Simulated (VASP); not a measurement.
# BP (F-43m) in VASP: further runs

The runs below take BP through single point, relaxation of cell and atoms, with LDA.

Program: VASP 6.6.1. These are calculated values, not measurements. Logs are shortened: lines on timing, memory, paths and dates and some standing lists are left out, and cuts for length are marked.

### Step 1. The cell of the first run

Symmetry: F-43m, No. 216, cubic system. Conventional cell: a = 4.476 Å, b = 4.476 Å, c = 4.476 Å, α = 90.00°, β = 90.00°, γ = 90.00°. Within 2.6 Å of B (site symmetry -43m) lie 4 P at 1.94 Å. P (site symmetry -43m) has 4 B at 1.94 Å within 2.6 Å.

### Step 2. Single point, LDA

Input file INCAR:

```
SYSTEM = BP
ALGO = Normal
EDIFF = 1E-6
ENCUT = 520
ISIF = 2
ISMEAR = -1
LASPH = .True.
LCHARG = .False.
LREAL = .False.
LWAVE = .False.
NBANDS = 11
NELM = 60
PREC = Accurate
SIGMA = 0.02
```

Input file KPOINTS:

```
k-points
0
Gamma
  8 8 8
  0 0 0
```

Input file POSCAR:

```
BP
1.0
    0.0000000000      2.2378045402      2.2378045402
    2.2378045402      0.0000000000      2.2378045402
    2.2378045402      2.2378045402      0.0000000000
B P
1 1
Direct
    0.0000000000      0.0000000000      0.0000000000
    0.2500000000      0.2500000000      0.2500000000
```

Potentials or basis: VASP PAW LDA potentials, release 64 (B, P).

Run with:

```
$ cat potpaw_LDA.64/B/POTCAR potpaw_LDA.64/P/POTCAR > POTCAR
$ mpirun -np 1 vasp_std > vasp.out
```

OUTCAR:

```text
SYSTEM = BP
   EDIFF = 1E-6
   ENCUT = 520
   ISIF = 2
   ISMEAR = -1
   LASPH = .True.
   LREAL = .False.
   NELM = 60
   PREC = Accurate

 ion  position               nearest neighbor table
   1  0.000  0.000  0.000-   2 1.94   2 1.94   2 1.94   2 1.94
   2  0.250  0.250  0.250-   1 1.94   1 1.94   1 1.94   1 1.94

  LATTYP: Found a face centered cubic cell.
 ALAT       =     4.4756090804

  Lattice vectors:

 A1 = (   0.0000000000,   2.2378045402,   2.2378045402)
 A2 = (   2.2378045402,   0.0000000000,   2.2378045402)
 A3 = (   2.2378045402,   2.2378045402,   0.0000000000)

Analysis of symmetry for initial positions (statically):
=====================================================================
 Subroutine PRICEL returns:
 Original cell was already a primitive cell.

 Routine SETGRP: Setting up the symmetry group for a
 face centered cubic supercell.

 Subroutine GETGRP returns: Found 24 space group operations
 (whereof 24 operations were pure point group operations)
 out of a pool of 48 trial point group operations.

The static configuration has the point symmetry T_d .

Analysis of symmetry for dynamics (positions and initial velocities):
=====================================================================
 Subroutine PRICEL returns:
 Original cell was already a primitive cell.

 Routine SETGRP: Setting up the symmetry group for a
 face centered cubic supercell.

 Subroutine GETGRP returns: Found 24 space group operations
 (whereof 24 operations were pure point group operations)
 out of a pool of 48 trial point group operations.

The dynamic configuration has the point symmetry T_d .

 Subroutine INISYM returns: Found 24 space group operations
 (whereof 24 operations are pure point group operations),
 and found     1 'primitive' translations

----------------------------------------------------------------------------------------

                                     Primitive cell

  volume of cell :      22.4128

  direct lattice vectors                    reciprocal lattice vectors
     0.000000000  2.237804540  2.237804540    -0.223433276  0.223433276  0.223433276
     2.237804540  0.000000000  2.237804540     0.223433276 -0.223433276  0.223433276
     2.237804540  2.237804540  0.000000000     0.223433276  0.223433276 -0.223433276

  length of vectors
     3.164733531  3.164733531  3.164733531     0.386997787  0.386997787  0.386997787

  position of ions in fractional coordinates (direct lattice)
     0.000000000  0.000000000  0.000000000
     0.250000000  0.250000000  0.250000000

  ion indices of the primitive-cell ions
   primitive index   ion index
                 1           1
                 2           2

----------------------------------------------------------------------------------------

 KPOINTS: k-points

Automatic generation of k-mesh.
 Grid dimensions read from file:
 generate k-points for:    8    8    8

 Generating k-lattice:

  Cartesian coordinates                     Fractional coordinates (reciprocal lattice)
    -0.027929160  0.027929160  0.027929160     0.125000000  0.000000000  0.000000000
     0.027929160 -0.027929160  0.027929160     0.000000000  0.125000000  0.000000000
     0.027929160  0.027929160 -0.027929160     0.000000000  0.000000000  0.125000000

  Length of vectors
     0.048374723  0.048374723  0.048374723

  Shift w.r.t. Gamma in fractional coordinates (k-lattice)
     0.000000000  0.000000000  0.000000000

 Subroutine IBZKPT returns following result:
 ===========================================

 Found     29 irreducible k-points:

 Following reciprocal coordinates:
            Coordinates               Weight
  0.000000  0.000000  0.000000      1.000000
  0.125000  0.000000  0.000000      8.000000
  0.250000  0.000000  0.000000      8.000000
  0.375000  0.000000  0.000000      8.000000
  0.500000  0.000000  0.000000      4.000000
  0.125000  0.125000  0.000000      6.000000
[... 16 lines left out ...]
  0.500000  0.250000  0.125000     48.000000
 -0.375000  0.250000  0.125000     24.000000
 [... further k-points ...]
   k-points           NKPTS =     29   k-points in BZ     NKDIM =     29   number of bands    NBANDS=     11
   number of dos      NEDOS =    301   number of ions     NIONS =      2
   total plane-waves  NPLWV =  13824
   dimension x,y,z NGX =    24 NGY =   24 NGZ =   24
   dimension x,y,z NGXF=    48 NGYF=   48 NGZF=   48
   ions per type =               1   1
   NGX,Y,Z   is equivalent  to a cutoff of  12.61, 12.61, 12.61 a.u.
   NGXF,Y,Z  is equivalent  to a cutoff of  25.21, 25.21, 25.21 a.u.
 SYSTEM =  BP
   PREC   = accura    normal or accurate (medium, high low for compatibility)
   ISTART =      0    job   : 0-new  1-cont  2-samecut
   ICHARG =      2    charge: 1-file 2-atom 10-const
   ISPIN  =      1    spin polarized calculation?
   LNONCOLLINEAR =      F non collinear calculations
   LSORBIT =      F    spin-orbit coupling
   LASPH  =      T    aspherical Exc in radial PAW
   ENCUT  =  520.0 eV  38.22 Ry    6.18 a.u.   5.88  5.88  5.88*2*pi/ulx,y,z
   NELM   =     60;   NELMIN=  2; NELMDL= -5     # of ELM steps
   EDIFF  = 0.1E-05   stopping-criterion for ELM
   LREAL  =      F    real-space projection
   EDIFFG = 0.1E-04   stopping-criterion for IOM
   NSW    =      0    number of steps for IOM
   IBRION =     -1    ionic relax: 0-MD 1-quasi-New 2-CG
   NFREE  =      0    steps in history (QN), initial steepest desc. (CG)
   ISIF   =      2    stress and relaxation
   ISYM   =      2    0-nonsym 1-usesym 2-fastsym
   POTIM  = 0.5000    time-step for ionic-motion
   TEBEG  =    0.0;   TEEND  =   0.0 temperature during run
   PSTRESS=    0.0 pullay stress
   NELECT =       8.0000    total number of electrons
   NUPDOWN=      -1.0000    fix difference up-down
   EMIN   =  10.00;   EMAX   =-10.00  energy-range for DOS
   EFERMI =   0.00;   METHOD = LEGACY
   ISMEAR =    -1;   SIGMA  =   0.02  broadening in eV -4-tet -1-fermi 0-gaus
   EFERMI_NEDOS =   21; number of points for ismear=-14 and -15
   IALGO  =     38    algorithm
   IMIX   =      4    mixing-type and parameters
     AMIX     =   0.40;   BMIX     =  1.00
     AMIX_MAG =   1.60;   BMIX_MAG =  1.00
  volume/ion in A,a.u.               =      11.21        75.62
  Fermi-wavevector in a.u.,A,eV,Ry     =   1.161286  2.194513 18.348628  1.348586
  Thomas-Fermi vector in A             =   2.297860
   LORBIT       =      0    0 simple, 1 ext, 2 COOP (PROOUT), +10 PAW based schemes
   GGA     = CA    functional components
   LHFCALC =     F    Hartree Fock is set to
   AEXX    =    0.0000 exact exchange contribution
   IVDW    =     0    specifies the selected vdW correction
   LEPSILON=     F    determine dielectric tensor
   LRPA    =     F    only Hartree local field effects (RPA)
 non-spin polarized calculation
  energy-cutoff  :      520.00
  volume of cell :       22.41
 maximum number of plane-waves:       620
   NGX = 11   NGY = 11   NGZ = 11

 number of electron       8.0000001 magnetization

 Free energy of the ion-electron system (eV)
  ---------------------------------------------------
  ext. energy  EPLUGINS =         0.00000000
  ---------------------------------------------------
  free energy    TOTEN  =       -14.39620331 eV

  energy without entropy =      -14.39620331  energy(sigma->0) =      -14.39620331

 E-fermi :   8.3078     XC(G=0): -11.2599

 val. band max:        7.9092404001   @ k =   0.0000   0.0000   0.0000
 cond. band min:       9.0833114458   @ k =   0.3750   0.3750   0.0000
 fundamental gap:      1.1740710456
 Fermi energy:         8.3078186484

 k-point     1 :       0.0000    0.0000    0.0000
  band No.  band energies     occupation
      1      -7.8517      2.00000
      2       7.9092      2.00000
      3       7.9092      2.00000
      4       7.9092      2.00000
      5      11.3548      0.00000
      6      11.3548      0.00000
      7      11.3548      0.00000
      8      15.9193      0.00000
      9      19.4632      0.00000
     10      20.2139      0.00000
     11      20.2139      0.00000

 k-point     2 :       0.1250    0.0000    0.0000
  band No.  band energies     occupation
      1      -7.5613      2.00000
      2       6.0249      2.00000
      3       7.4681      2.00000
      4       7.4681      2.00000
      5      11.9380      0.00000
      6      11.9643      0.00000
      7      11.9643      0.00000
      8      16.6098      0.00000
      9      19.2303      0.00000
     10      19.2303      0.00000
     11      20.3233      0.00000

 k-point     3 :       0.2500    0.0000    0.0000
  band No.  band energies     occupation
      1      -6.7075      2.00000
      2       2.9621      2.00000
      3       6.7629      2.00000
      4       6.7629      2.00000
      5      12.0968      0.00000
      6      12.7325      0.00000
      7      12.7325      0.00000
      8      17.7733      0.00000
      9      18.9573      0.00000
     10      18.9573      0.00000
     11      21.1030      0.00000

 k-point     4 :       0.3750    0.0000    0.0000
  band No.  band energies     occupation
      1      -5.3896      2.00000
      2       0.1480      2.00000
      3       6.2774      2.00000
      4       6.2774      2.00000
      5      11.9969      0.00000
      6      12.7454      0.00000
      7      12.7454      0.00000
      8      18.0695      0.00000
      9      20.6917      0.00000
     10      20.6917      0.00000
     11      21.9647      0.00000
[... 239 lines left out ...]
 k-point    22 :       0.3750    0.2500    0.1250
  band No.  band energies     occupation
      1      -5.9585      2.00000
      2       2.9423      2.00000
      3       3.9728      2.00000
      4       5.8830      2.00000
      5      11.3640      0.00000
      6      13.9127      0.00000
      7      14.2805      0.00000
      8      15.5935      0.00000
      9      19.7422      0.00000
     10      21.9915      0.00000
     11      23.8630      0.00000

 k-point    23 :       0.5000    0.2500    0.1250
  band No.  band energies     occupation
      1      -4.6720      2.00000
      2       0.6745      2.00000
      3       3.3415      2.00000
      4       5.0670      2.00000
      5      11.9785      0.00000
      6      13.4693      0.00000
      7      15.3702      0.00000
      8      16.4130      0.00000
      9      20.5050      0.00000
     10      21.5190      0.00000
     11      25.2256      0.00000

 k-point    24 :      -0.3750    0.2500    0.1250
  band No.  band energies     occupation
      1      -3.6797      2.00000
      2      -0.7616      2.00000
      3       3.2791      2.00000
      4       4.6727      2.00000
      5      12.0309      0.00000
      6      13.2301      0.00000
      7      16.4354      0.00000
      8      17.8548      0.00000
      9      18.4697      0.00000
     10      22.5360      0.00000
     11      24.9182      0.00000

 [... further k-points ...]
[... 5 lines left out ...]
  --------------------------------------------------------------------------------------
  -------------------------------------------------------------------------------------
  Total        0.2346545      0.2346545      0.2346545     -0.0000000      0.0000000      0.0000000
  in kB       16.7742452     16.7742452     16.7742452     -0.0000000      0.0000000      0.0000000
  external PRESSURE =      16.7742452 kB  Pullay stress =       0.0000000 kB

 VOLUME and BASIS-vectors are now :
 -----------------------------------------------------------------------------
  energy-cutoff  :      520.00
  volume of cell :       22.41
      direct lattice vectors                 reciprocal lattice vectors
     0.000000000  2.237804540  2.237804540    -0.223433276  0.223433276  0.223433276
     2.237804540  0.000000000  2.237804540     0.223433276 -0.223433276  0.223433276
     2.237804540  2.237804540  0.000000000     0.223433276  0.223433276 -0.223433276

 POSITION                                       TOTAL-FORCE (eV/Angst)
 -----------------------------------------------------------------------------------
      0.00000      0.00000      0.00000        -0.000000     -0.000000     -0.000000
      1.11890      1.11890      1.11890         0.000000      0.000000      0.000000
 -----------------------------------------------------------------------------------
    total drift:                                0.000000      0.000000      0.000000

  FREE ENERGIE OF THE ION-ELECTRON SYSTEM (eV)
  ---------------------------------------------------
  free  energy   TOTEN  =       -14.3962033064 eV

  energy  without entropy=      -14.3962033063  energy(sigma->0) =      -14.39620331
```

It took 4.1 s on 1 thread of AMD EPYC 7R13 (Zen 3), shared host; peak memory 0.09 GiB.

What came out:

| Item | Value |
| --- | --- |
| Free energy | -14.3962 eV |
| Pressure | 1.7 GPa |
| Band gap on the k mesh | 1.17 eV, indirect (least direct gap 3.45 eV) |

Levels at points of the mesh, in eV from the valence-band top:
| k point | band 2 | band 3 | band 4 | band 5 | band 6 | band 7 |
| --- | --- | --- | --- | --- | --- | --- |
| (0.00, 0.00, 0.00) | 0.00 | 0.00 | 0.00 | 3.45 | 3.45 | 3.45 |
| (0.50, 0.00, 0.00) | -9.31 | -1.80 | -1.80 | 4.04 | 4.71 | 4.71 |
| (0.50, 0.50, 0.00) | -8.70 | -4.25 | -4.25 | 1.22 | 1.52 | 12.39 |

A k mesh can miss the band edges. Expect the measured gap to be larger: semilocal functionals such as LDA lack the derivative discontinuity.

### Step 3. Single point, LDA

This run uses another cell than the first one, of 11.32 Å³/atom, 1.010 times its volume.

Input file INCAR:

```
SYSTEM = BP
PREC = Accurate ; ENCUT = 520
EDIFF = 1E-6 ; ISMEAR = -1
SIGMA = 0.02 ; LREAL = .False.
LASPH = .True. ; NELM = 60
ALGO = Normal ; ISIF = 2
LWAVE = .False. ; LCHARG = .False.
NBANDS = 11
```

Input file KPOINTS:

```
Automatic mesh
0
Gamma
  8 8 8
  0 0 0
```

Input file POSCAR:

```
BP
1.0
    0.0000000000      2.2453140077      2.2453140077
    2.2453140077      0.0000000000      2.2453140077
    2.2453140077      2.2453140077      0.0000000000
B P
1 1
Direct
    0.0000000000      0.0000000000      0.0000000000
    0.2500000000      0.2500000000      0.2500000000
```

Potentials or basis: VASP PAW LDA potentials, release 64 (B, P).

Run with:

```
$ cat potpaw_LDA.64/B/POTCAR potpaw_LDA.64/P/POTCAR > POTCAR
$ mpirun -np 1 vasp_std > vasp.out
```

Run time: 4.2 s. Hardware: 1 thread of AMD EPYC 7R13 (Zen 3), shared host; peak memory 0.09 GiB.

The run converged. Its results:

```
Free energy            : -14.3974 eV
Pressure               : -0.1 GPa
Band gap on the k mesh : 1.18 eV, indirect (least direct gap 3.43 eV)
```

Levels at points of the mesh, in eV from the valence-band top:
```csv
k point,band 2,band 3,band 4,band 5,band 6,band 7
"(0.00, 0.00, 0.00)",0.00,0.00,0.00,3.43,3.43,3.43
"(0.50, 0.00, 0.00)",-9.24,-1.79,-1.79,3.97,4.70,4.70
"(0.50, 0.50, 0.00)",-8.65,-4.22,-4.22,1.24,1.53,12.29
```

### Step 4. Single point, LDA

This run uses another cell than the first one, of 11.43 Å³/atom, 1.020 times its volume.

Input file INCAR:

```
PREC     = Accurate       # precision mode
ENCUT    = 520            # plane-wave cutoff, eV
EDIFF    = 1E-6           # SCF threshold, eV
ISMEAR   = -1             # smearing method
SIGMA    = 0.02           # smearing width, eV
LREAL    = False          # projectors in reciprocal space
LASPH    = True           # aspherical terms in the spheres
NELM     = 60             # most SCF steps
ALGO     = Normal         # electronic algorithm
ISIF     = 2              # what is computed and relaxed
LWAVE    = False          # write WAVECAR
LCHARG   = False          # write CHGCAR
GGA      = CA             # functional
NBANDS   = 11             # bands
```

Input file KPOINTS:

```
regular mesh
0
Gamma
  8 8 8
```

Input file POSCAR:

```
BP
1.0
    0.0000000000      2.2527735774      2.2527735774
    2.2527735774      0.0000000000      2.2527735774
    2.2527735774      2.2527735774      0.0000000000
B P
1 1
Direct
    0.0000000000      0.0000000000      0.0000000000
    0.2500000000      0.2500000000      0.2500000000
```

Run with:

```
$ cat potpaw_LDA.64/B/POTCAR potpaw_LDA.64/P/POTCAR > POTCAR
$ mpirun -np 1 vasp_std > vasp.out
```

Run time: 4.1 s. Hardware: 1 thread of AMD EPYC 7R13 (Zen 3), shared host; peak memory 0.09 GiB.

Results (log left out):

```
Free energy            : -14.3961 eV
Pressure               : -1.8 GPa
Band gap on the k mesh : 1.19 eV, indirect (least direct gap 3.41 eV)
```

Levels at points of the mesh, in eV from the valence-band top:
```tsv
k point	band 2	band 3	band 4	band 5	band 6	band 7
(0.00, 0.00, 0.00)	0.00	0.00	0.00	3.41	3.41	3.41
(0.50, 0.00, 0.00)	-9.16	-1.77	-1.77	3.91	4.69	4.69
(0.50, 0.50, 0.00)	-8.60	-4.18	-4.18	1.26	1.53	12.20
```

A k mesh can miss the band edges. A hybrid or GW would open this gap; LDA tends to underestimate it.

### Step 5. Relaxation of cell and atoms, LDA

This run uses another cell than the first one, of 11.32 Å³/atom, 1.010 times its volume.

Input file INCAR:

```
SYSTEM = BP
PREC = Accurate ; ENCUT = 600
EDIFF = 1E-6 ; ISMEAR = -1
SIGMA = 0.02 ; LREAL = .FALSE.
LASPH = .TRUE. ; NELM = 100
ALGO = Normal ; ISIF = 3
LWAVE = .FALSE. ; LCHARG = .FALSE.
GGA = CA ; IBRION = 2
NSW = 80 ; EDIFFG = -0.03
```

Input file KPOINTS:

```
regular mesh
0
G
  8 8 8
  0 0 0
```

Input file POSCAR:

```
BP
1.0
    0.0000000000      2.2453140077      2.2453140077
    2.2453140077      0.0000000000      2.2453140077
    2.2453140077      2.2453140077      0.0000000000
B P
1 1
Direct
    0.0000000000      0.0000000000      0.0000000000
    0.2500000000      0.2500000000      0.2500000000
```

Run with:

```
$ cat potpaw_LDA.64/B/POTCAR potpaw_LDA.64/P/POTCAR > POTCAR
$ mpirun -np 1 vasp_std > vasp.out
```

Wall time 5.9 s (1 thread of AMD EPYC 7R13 (Zen 3), shared host); peak memory 0.1 GiB.

The run converged. Its results:

```
Free energy             : -14.3991 eV
Pressure after relaxing : -0.1 GPa
Band gap on the k mesh  : 1.18 eV, indirect (least direct gap 3.43 eV)
```

Final structure:
```
B P
1.0
     0.00000    2.24531    2.24531
     2.24531    0.00000    2.24531
     2.24531    2.24531    0.00000
B P
1 1
Cartesian
  0.0000 0.0000 0.0000
  1.1227 1.1227 1.1227
```

Levels at points of the mesh, in eV from the valence-band top:
| k point | band 1 | band 2 | band 3 | band 4 | band 5 | band 6 | band 7 | band 8 |
| --- | --- | --- | --- | --- | --- | --- | --- | --- |
| (0.00, 0.00, 0.00) | -15.67 | 0.00 | 0.00 | 0.00 | 3.43 | 3.43 | 3.43 | 7.85 |
| (0.50, 0.00, 0.00) | -12.22 | -9.24 | -1.79 | -1.79 | 3.97 | 4.70 | 4.70 | 10.03 |
| (0.50, 0.50, 0.00) | -10.67 | -8.65 | -4.22 | -4.22 | 1.24 | 1.53 | 12.29 | 12.29 |

Caveat: the relaxation stopped at its first step, so nothing moved. A k mesh can miss the band edges.

### Step 6. Summary

| task | cell | cutoff (eV) | gap on the mesh (eV) | pressure (GPa) |
| --- | --- | --- | --- | --- |
| single point | a = 3.165 Å, angles 60.0°, 2 atoms | 520 | 1.17 | 1.7 |
| single point | a = 3.175 Å, angles 60.0°, 2 atoms | 520 | 1.18 | -0.1 |
| single point | a = 3.186 Å, angles 60.0°, 2 atoms | 520 | 1.19 | -1.8 |
| relaxation of cell and atoms | relaxed from a = 3.175 Å, angles 60.0°, 2 atoms | 600 | 1.18 | -0.1 |

Alike in all rows: level LDA; potentials or basis VASP PAW LDA potentials, release 64 (B, P); no spin polarisation; k mesh 8 × 8 × 8; smearing fermi-dirac 0.02 eV.

Caveats: the relaxation stopped at its first step, so nothing moved (some runs).

Total energies depend on the potentials used, so only differences within one code and one set of settings carry meaning.
